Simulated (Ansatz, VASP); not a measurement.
**HfSnTeS3: VASP beside Ansatz**

INCAR

```
ALGO     = Normal         # electronic algorithm
EDIFF    = 1E-6           # SCF threshold, eV
ENCUT    = 520            # plane-wave cutoff, eV
GGA      = PE             # functional
ISIF     = 2              # what is computed and relaxed
ISMEAR   = 0              # smearing method
LASPH    = T              # aspherical terms in the spheres
LCHARG   = F              # write CHGCAR
LREAL    = F              # projectors in reciprocal space
LWAVE    = F              # write WAVECAR
NBANDS   = 33             # bands
NELM     = 80             # most SCF steps
PREC     = Accurate       # precision mode
SIGMA    = 0.1            # smearing width, eV
```

The input KPOINTS:

```
k-points
0
Gamma
  4 4 4
```

Contents of POSCAR:

```
HfSnTeS3
1.0
   -2.5009525700      3.8066425900      4.0666118100
    2.5009525700     -3.8066425900      4.0666118100
    2.5009525700      3.8066425900     -4.0666118100
Hf Sn Te S
1 1 1 3
Direct
    0.5000000000      0.5000000000      0.0000000000
    0.5000000000      0.0000000000      0.5000000000
    0.0000000000      0.0000000000      0.0000000000
    0.7790868800      0.7790868800      0.0000000000
    0.2209131200      0.2209131200      0.0000000000
    0.0000000000      0.5000000000      0.5000000000
```

Input for Ansatz:

```yaml
crystal:
  lattice:
    - [-2.50095257, 3.80664259, 4.06661181]
    - [2.50095257, -3.80664259, 4.06661181]
    - [2.50095257, 3.80664259, -4.06661181]
  atoms:
    - { symbol: Hf, position: [0.5, 0.5, 0.0] }
    - { symbol: Sn, position: [0.5, 0.0, 0.5] }
    - { symbol: Te, position: [0.0, 0.0, 0.0] }
    - { symbol: S, position: [0.77908688, 0.77908688, 0.0] }
    - { symbol: S, position: [0.22091312, 0.22091312, 0.0] }
    - { symbol: S, position: [0.0, 0.5, 0.5] }
basis:
  ecutwfc: 420
kpoints:
  mp_grid: { grid: [4, 4, 4] }
hamiltonian:
  xc: pbe
scf:
  occupations: { method: gaussian, width: 0.1 }
  lower_state_search: "off"
output:
  forces: true
  stress: true
  eigenvalues: true
```

Alike in both runs: task single point; functional PBE; k mesh 4 × 4 × 4; occupations gaussian, width 0.1 eV; no spin polarisation.

|  | VASP | Ansatz |
| --- | --- | --- |
| version | VASP 6.6.1 | Ansatz 0.2.0 |
| potentials or method | VASP PAW PBE potentials, release 64 (Hf_pv, Sn_d, Te, S), cutoff 520 eV | scalar-relativistic, plane waves, PAW |
| valence electrons in the cell | 48 | 74 |

```tsv
	VASP	Ansatz	Ansatz less VASP
gap on the k mesh at the Fermi level (eV)	none	none	-
rms of the force components (eV/Å)	8.337	8.314	-0.0229
```

Atom by atom the forces differ by 0.023 eV/Å (rms over components). A gap of «none» marks a metal or a gap that the smearing closes. VASP's potentials hold 48 valence electrons a cell and Ansatz's 74, so a difference there can come from the potentials and not from the codes.

The k mesh is coarse, so the values compare programs but aren't converged. Neither program's run includes spin-orbit coupling.
